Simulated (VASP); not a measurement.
Wanted: the native input for a VASP 6.6.1 run.

```
Task                   : single point
Functional             : PBE
Potentials or basis    : VASP PAW PBE potentials, release 64 (Be, Zn, O)
Cutoff                 : 600 eV
k mesh                 : 3 × 3 × 4
Occupations            : gaussian, width 0.15 eV
Spin                   : no spin polarisation
Dipole correction      : no
Further INCAR settings : ALGO = Normal; EDIFF = 1e-06; NBANDS = 31
```

The structure of BeZn2O3 lies in POSCAR:

```
BeZn2O3
1.0
    5.4531727122     -0.0000000033      0.0000000000
   -2.7265863532      4.7225861016      0.0000000000
    0.0000000000      0.0000000000      2.6769428142
Be Zn O
1 2 3
Direct
    0.0000000000      0.0000000000      0.0000000000
    0.3333333333      0.6666666667      0.0000000000
    0.6666666667      0.3333333333      0.0000000000
    0.5000000000      0.0000000000      0.5000000000
    0.5000000000      0.5000000000      0.5000000000
    0.0000000000      0.5000000000      0.5000000000
```

The input as run:

INCAR

```
ALGO = Normal ; EDIFF = 1E-6
ENCUT = 600 ; GGA = PE
GGA_COMPAT = False ; ISIF = 2
ISMEAR = 0 ; LASPH = True
LCHARG = True ; LELF = True
LREAL = False ; LVHAR = True
LWAVE = False ; NBANDS = 31
NELM = 120 ; PREC = Accurate
SIGMA = 0.15
```

KPOINTS

```
k-points
0
Gamma
  3 3 4
```

Potentials or basis: VASP PAW PBE potentials, release 64 (Be, Zn, O).

Run with:

```bash
$ cat potpaw_PBE.64/Be/POTCAR potpaw_PBE.64/Zn/POTCAR potpaw_PBE.64/O/POTCAR > POTCAR
$ mpirun -np 1 vasp_std > vasp.out
```

Results of the run:

| Quantity | Value |
| --- | --- |
| Pressure | 0.6 GPa |
| Band gap on the k mesh | zero (band 22 reaches 2.09 eV, above the bottom of band 23 at 1.47 eV) |

Caveat: the k points lie up to 0.59 Å⁻¹ apart.

Run time: 39 s on 1 thread of AMD EPYC 7R43 64-Core Processor (Zen 3), with other jobs on the host, peak memory 0.19 GiB.
